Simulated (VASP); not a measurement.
Crystal: Al2O3 (ke600).

```
Al O
1.0
     2.37908    1.37356    4.32990
    -2.37908    1.37356    4.32990
     0.00000   -2.74712    4.32990
Al O
4 6
Cartesian
  0.0000 0.0000 4.5761
  0.0000 0.0000 1.9187
  0.0000 0.0000 8.4136
  0.0000 0.0000 11.0710
  -0.9221 1.3736 7.5773
  -0.7285 -1.4853 7.5773
  1.6506 0.1118 7.5773
  0.9221 -1.3736 5.4124
  0.7285 1.4853 5.4124
  -1.6506 -0.1118 5.4124
```

| Property | Result |
| --- | --- |
| Program | VASP 6.6.1 |
| Task | relaxation of cell and atoms |
| Functional | LDA |
| Potentials or basis | VASP PAW LDA potentials, release 64 (Al, O) |
| Cutoff | 600 eV |
| k mesh | 6 × 6 × 6 |
| Occupations | gaussian, width 0.02 eV |
| Spin | no spin polarisation |

At the start: pressure -4.5 GPa; volume 8.49 Å³/atom.

Q: Where does the relaxation end?

A: Over 8 steps the energy falls by 2.3 meV/atom and the volume is 8.34 Å³/atom (-1.8 %); space group R-3c (No. 167, to 0.05 Å).

Step by step:
```csv
step,energy change (eV),largest force (eV/Å),pressure (GPa),volume (Å³)
1,0.0000,0.0811,-4.54,84.90
2,-0.0030,0.0603,4.59,81.97
3,-0.0229,0.0416,0.04,83.37
4,-0.0229,0.0408,0.14,83.34
5,-0.0231,0.0065,0.06,83.35
6,-0.0231,0.0029,0.08,83.35
7,-0.0231,0.0017,-0.05,83.39
8,-0.0231,0.0016,-0.01,83.38
```

Final structure:
```
CELL_PARAMETERS angstrom
2.36638 1.36623 4.29824
-2.36638 1.36623 4.29824
0.00000 -2.73246 4.29824
ATOMIC_POSITIONS crystal
Al 0.35201 0.35201 0.35201
Al 0.14799 0.14799 0.14799
Al 0.64799 0.64799 0.64799
Al 0.85201 0.85201 0.85201
O 0.55573 0.94427 0.25000
O 0.25000 0.55573 0.94427
O 0.94427 0.25000 0.55573
O 0.44427 0.05573 0.75000
O 0.75000 0.44427 0.05573
O 0.05573 0.75000 0.44427
```
